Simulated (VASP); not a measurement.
# BaTa3 (Pm-3m) in VASP: single point with PBE

Aim: the single point of BaTa3 with PBE.

Everything below comes from runs of VASP 6.6.1. Logs are shortened: lines on timing, memory, paths and dates and some standing lists are left out, and cuts for length are marked.

**1. The cell of the first run**

Symmetry: Pm-3m, No. 221, cubic system. The conventional cell has a = 4.409 Å, b = 4.409 Å, c = 4.409 Å, α = 90.00°, β = 90.00°, γ = 90.00°. Within 4.1 Å of Ba (site symmetry m-3m) lie 12 Ta at 3.12 Å. Within 4.1 Å of Ta (site symmetry 4/mmm) lie 4 Ba at 3.12 Å and 8 Ta at 3.12 Å.

**2. Single point, PBE**

INCAR

```
  PREC = Accurate
  ENCUT = 500
  EDIFF = 1E-6
  ISMEAR = 0
  SIGMA = 0.1
  LREAL = False
  LASPH = True
  NELM = 120
  ALGO = Normal
  ISIF = 2
  LWAVE = False
  LCHARG = True
  GGA = PE
  LELF = True
  LVHAR = True
  NBANDS = 32
  GGA_COMPAT = False
```

KPOINTS

```
regular mesh
0
Gamma
  4 4 4
```

POSCAR

```
BaTa3
1.0
    4.4090103601      0.0000000000      0.0000000000
    0.0000000000      4.4090103601      0.0000000000
    0.0000000000      0.0000000000      4.4090103601
Ba Ta
1 3
Direct
    0.0000000000      0.0000000000      0.0000000000
    0.0000000000      0.5000000000      0.5000000000
    0.5000000000      0.0000000000      0.5000000000
    0.5000000000      0.5000000000      0.0000000000
```

Potentials or basis: VASP PAW PBE potentials, release 64 (Ba_sv, Ta_sv_GW).

Command:

```bash
cat potpaw_PBE.64/Ba_sv/POTCAR potpaw_PBE.64/Ta_sv_GW/POTCAR > POTCAR
mpirun -np 1 vasp_std > vasp.out
```

OUTCAR:

```text
PREC = Accurate
   ENCUT = 500
   EDIFF = 1E-6
   ISMEAR = 0
   LREAL = False
   LASPH = True
   NELM = 120
   ISIF = 2
   GGA = PE

 ion  position               nearest neighbor table
   1  0.000  0.000  0.000-   2 3.12   3 3.12   4 3.12   2 3.12   3 3.12   2 3.12   4 3.12   2 3.12
                             3 3.12   4 3.12   3 3.12   4 3.12
   2  0.000  0.500  0.500-   1 3.12   3 3.12   4 3.12   1 3.12   4 3.12   1 3.12   3 3.12   1 3.12
                             3 3.12   4 3.12   4 3.12   3 3.12
   3  0.500  0.000  0.500-   1 3.12   2 3.12   4 3.12   1 3.12   4 3.12   2 3.12   4 3.12   4 3.12
                             1 3.12   2 3.12   1 3.12   2 3.12
   4  0.500  0.500  0.000-   1 3.12   2 3.12   3 3.12   2 3.12   3 3.12   1 3.12   3 3.12   3 3.12
                             1 3.12   2 3.12   2 3.12   1 3.12

  LATTYP: Found a simple cubic cell.
 ALAT       =     4.4090103601

  Lattice vectors:

 A1 = (   4.4090103601,   0.0000000000,   0.0000000000)
 A2 = (   0.0000000000,   4.4090103601,   0.0000000000)
 A3 = (   0.0000000000,   0.0000000000,   4.4090103601)

Analysis of symmetry for initial positions (statically):
=====================================================================
 Subroutine PRICEL returns:
 Original cell was already a primitive cell.

 Routine SETGRP: Setting up the symmetry group for a
 simple cubic supercell.

 Subroutine GETGRP returns: Found 48 space group operations
 (whereof 48 operations were pure point group operations)
 out of a pool of 48 trial point group operations.

The static configuration has the point symmetry O_h .

Analysis of symmetry for dynamics (positions and initial velocities):
=====================================================================
 Subroutine PRICEL returns:
 Original cell was already a primitive cell.

 Routine SETGRP: Setting up the symmetry group for a
 simple cubic supercell.

 Subroutine GETGRP returns: Found 48 space group operations
 (whereof 48 operations were pure point group operations)
 out of a pool of 48 trial point group operations.

The dynamic configuration has the point symmetry O_h .

 Subroutine INISYM returns: Found 48 space group operations
 (whereof 48 operations are pure point group operations),
 and found     1 'primitive' translations

----------------------------------------------------------------------------------------

                                     Primitive cell

  volume of cell :      85.7084

  direct lattice vectors                    reciprocal lattice vectors
     4.409010360  0.000000000  0.000000000     0.226808267  0.000000000  0.000000000
     0.000000000  4.409010360  0.000000000     0.000000000  0.226808267  0.000000000
     0.000000000  0.000000000  4.409010360     0.000000000  0.000000000  0.226808267

  length of vectors
     4.409010360  4.409010360  4.409010360     0.226808267  0.226808267  0.226808267

  position of ions in fractional coordinates (direct lattice)
     0.000000000  0.000000000  0.000000000
     0.000000000  0.500000000  0.500000000
     0.500000000  0.000000000  0.500000000
     0.500000000  0.500000000  0.000000000

  ion indices of the primitive-cell ions
   primitive index   ion index
                 1           1
                 2           2
                 3           3
                 4           4

----------------------------------------------------------------------------------------

 KPOINTS: regular mesh

Automatic generation of k-mesh.
 Grid dimensions read from file:
 generate k-points for:    4    4    4

 Generating k-lattice:

  Cartesian coordinates                     Fractional coordinates (reciprocal lattice)
     0.056702067  0.000000000  0.000000000     0.250000000  0.000000000  0.000000000
     0.000000000  0.056702067  0.000000000     0.000000000  0.250000000  0.000000000
     0.000000000  0.000000000  0.056702067     0.000000000  0.000000000  0.250000000

  Length of vectors
     0.056702067  0.056702067  0.056702067

  Shift w.r.t. Gamma in fractional coordinates (k-lattice)
     0.000000000  0.000000000  0.000000000

 Subroutine IBZKPT returns following result:
 ===========================================

 Found     10 irreducible k-points:

 Following reciprocal coordinates:
            Coordinates               Weight
  0.000000  0.000000  0.000000      1.000000
  0.250000  0.000000  0.000000      6.000000
  0.500000  0.000000  0.000000      3.000000
  0.250000  0.250000  0.000000     12.000000
  0.500000  0.250000  0.000000     12.000000
  0.500000  0.500000  0.000000      3.000000
  0.250000  0.250000  0.250000      8.000000
  0.500000  0.250000  0.250000     12.000000
  0.500000  0.500000  0.250000      6.000000
  0.500000  0.500000  0.500000      1.000000
   k-points           NKPTS =     10   k-points in BZ     NKDIM =     10   number of bands    NBANDS=     32
   number of dos      NEDOS =    301   number of ions     NIONS =      4
   total plane-waves  NPLWV =  32768
   dimension x,y,z NGX =    32 NGY =   32 NGZ =   32
   dimension x,y,z NGXF=    64 NGYF=   64 NGZF=   64
   ions per type =               1   3
   NGX,Y,Z   is equivalent  to a cutoff of  12.07, 12.07, 12.07 a.u.
   NGXF,Y,Z  is equivalent  to a cutoff of  24.13, 24.13, 24.13 a.u.
 SYSTEM =  unknown system
   PREC   = accura    normal or accurate (medium, high low for compatibility)
   ISTART =      0    job   : 0-new  1-cont  2-samecut
   ICHARG =      2    charge: 1-file 2-atom 10-const
   ISPIN  =      1    spin polarized calculation?
   LNONCOLLINEAR =      F non collinear calculations
   LSORBIT =      F    spin-orbit coupling
   LASPH  =      T    aspherical Exc in radial PAW
   ENCUT  =  500.0 eV  36.75 Ry    6.06 a.u.   8.04  8.04  8.04*2*pi/ulx,y,z
   NELM   =    120;   NELMIN=  2; NELMDL= -5     # of ELM steps
   EDIFF  = 0.1E-05   stopping-criterion for ELM
   LREAL  =      F    real-space projection
   EDIFFG = 0.1E-04   stopping-criterion for IOM
   NSW    =      0    number of steps for IOM
   IBRION =     -1    ionic relax: 0-MD 1-quasi-New 2-CG
   NFREE  =      0    steps in history (QN), initial steepest desc. (CG)
   ISIF   =      2    stress and relaxation
   ISYM   =      2    0-nonsym 1-usesym 2-fastsym
   POTIM  = 0.5000    time-step for ionic-motion
   TEBEG  =    0.0;   TEEND  =   0.0 temperature during run
   PSTRESS=    0.0 pullay stress
   NELECT =      49.0000    total number of electrons
   NUPDOWN=      -1.0000    fix difference up-down
   EMIN   =  10.00;   EMAX   =-10.00  energy-range for DOS
   EFERMI =   0.00;   METHOD = LEGACY
   ISMEAR =     0;   SIGMA  =   0.10  broadening in eV -4-tet -1-fermi 0-gaus
   EFERMI_NEDOS =   21; number of points for ismear=-14 and -15
   IALGO  =     38    algorithm
   IMIX   =      4    mixing-type and parameters
     AMIX     =   0.40;   BMIX     =  1.00
     AMIX_MAG =   1.60;   BMIX_MAG =  1.00
  volume/ion in A,a.u.               =      21.43       144.60
  Fermi-wavevector in a.u.,A,eV,Ry     =   1.358728  2.567623 25.118270  1.846141
  Thomas-Fermi vector in A             =   2.485536
   LORBIT       =      0    0 simple, 1 ext, 2 COOP (PROOUT), +10 PAW based schemes
   GGA     = PE    functional components
   LHFCALC =     F    Hartree Fock is set to
   AEXX    =    0.0000 exact exchange contribution
   IVDW    =     0    specifies the selected vdW correction
   LEPSILON=     F    determine dielectric tensor
   LRPA    =     F    only Hartree local field effects (RPA)
 non-spin polarized calculation
 Gauss-broadening in eV      SIGMA  =   0.10
  energy-cutoff  :      500.00
  volume of cell :       85.71
 maximum number of plane-waves:      2192
   NGX = 17   NGY = 17   NGZ = 17

 number of electron      48.9999995 magnetization

 Free energy of the ion-electron system (eV)
  ---------------------------------------------------
  ext. energy  EPLUGINS =         0.00000000
  ---------------------------------------------------
  free energy    TOTEN  =       -39.12200138 eV

  energy without entropy =      -39.08146469  energy(sigma->0) =      -39.10173304

 E-fermi :   8.5950     XC(G=0): -12.0118

 val. band max:        8.5910025679   @ k =   0.5000   0.5000   0.2500
 cond. band min:       8.6095787050   @ k =   0.5000   0.2500   0.2500
 fundamental gap:      0.0185761371
 Fermi energy:         8.5949984611

 k-point     1 :       0.0000    0.0000    0.0000
  band No.  band energies     occupation
      1     -59.6790      2.00000
      2     -59.6309      2.00000
      3     -59.6309      2.00000
      4     -26.3144      2.00000
      5     -26.3144      2.00000
      6     -26.3144      2.00000
[... 24 lines left out ...]
     31      12.1997      0.00000
     32      12.8723      0.00000

 k-point     2 :       0.2500    0.0000    0.0000
  band No.  band energies     occupation
      1     -59.6729      2.00000
      2     -59.6371      2.00000
      3     -59.6310      2.00000
      4     -26.2799      2.00000
      5     -26.2799      2.00000
      6     -26.2697      2.00000
[... 24 lines left out ...]
     31      11.2373      0.00000
     32      11.8981      0.00000

 k-point     3 :       0.5000    0.0000    0.0000
  band No.  band energies     occupation
      1     -59.6631      2.00000
      2     -59.6470      2.00000
      3     -59.6308      2.00000
      4     -26.2288      2.00000
      5     -26.2288      2.00000
      6     -26.2023      2.00000
[... 24 lines left out ...]
     31      10.4964      0.00000
     32      11.9656      0.00000

 k-point     4 :       0.2500    0.2500    0.0000
  band No.  band energies     occupation
      1     -59.6675      2.00000
      2     -59.6389      2.00000
      3     -59.6344      2.00000
      4     -26.3091      2.00000
      5     -26.2448      2.00000
      6     -26.2030      2.00000
[... 164 lines left out ...]
     31       9.9061      0.00000
     32      10.4764      0.00000

 k-point     9 :       0.5000    0.5000    0.2500
  band No.  band energies     occupation
      1     -59.6469      2.00000
      2     -59.6469      2.00000
      3     -59.6469      2.00000
      4     -26.3480      2.00000
      5     -26.2841      2.00000
      6     -26.2841      2.00000
[... 24 lines left out ...]
     31       9.9321      0.00000
     32      10.5596      0.00000

 k-point    10 :       0.5000    0.5000    0.5000
  band No.  band energies     occupation
      1     -59.6468      2.00000
      2     -59.6468      2.00000
      3     -59.6468      2.00000
      4     -26.3428      2.00000
      5     -26.3422      2.00000
      6     -26.3422      2.00000
[... 24 lines left out ...]
     31      11.7217      0.00000
     32      11.7217      0.00000

------------------------ aborting loop because EDIFF is reached ----------------------------------------

  FORCE on cell =-STRESS in cart. coord.  units (eV):
  Direction    XX          YY          ZZ          XY          YZ          ZX
  --------------------------------------------------------------------------------------
  -------------------------------------------------------------------------------------
  Total        1.9117741      1.9117741      1.9117741     -0.0000000      0.0000000      0.0000000
  in kB       35.7374703     35.7374703     35.7374703     -0.0000000      0.0000000      0.0000000
  external PRESSURE =      35.7374703 kB  Pullay stress =       0.0000000 kB

 VOLUME and BASIS-vectors are now :
 -----------------------------------------------------------------------------
  energy-cutoff  :      500.00
  volume of cell :       85.71
      direct lattice vectors                 reciprocal lattice vectors
     4.409010360  0.000000000  0.000000000     0.226808267  0.000000000  0.000000000
     0.000000000  4.409010360  0.000000000     0.000000000  0.226808267  0.000000000
     0.000000000  0.000000000  4.409010360     0.000000000  0.000000000  0.226808267

 POSITION                                       TOTAL-FORCE (eV/Angst)
 -----------------------------------------------------------------------------------
      0.00000      0.00000      0.00000         0.000000      0.000000      0.000000
      0.00000      2.20451      2.20451         0.000000      0.000000      0.000000
      2.20451      0.00000      2.20451         0.000000      0.000000      0.000000
      2.20451      2.20451      0.00000         0.000000      0.000000      0.000000
 -----------------------------------------------------------------------------------
    total drift:                                0.000000     -0.000000     -0.000000

  FREE ENERGIE OF THE ION-ELECTRON SYSTEM (eV)
  ---------------------------------------------------
  free  energy   TOTEN  =       -39.1220013826 eV

  energy  without entropy=      -39.0814646893  energy(sigma->0) =      -39.10173304
```

Wall time 43 s (1 thread of AMD EPYC 7R43 (Zen 3), shared host); peak memory 0.16 GiB.

What came out:

| Item | Value |
| --- | --- |
| Free energy | -39.1220 eV |
| Pressure | 3.6 GPa |
| Band gap on the k mesh | zero (an odd number of electrons rules out a gap without spin polarisation) |

Caveat: the cell stands under pressure; spin-orbit coupling is left out, which moves the levels of the heavy elements.
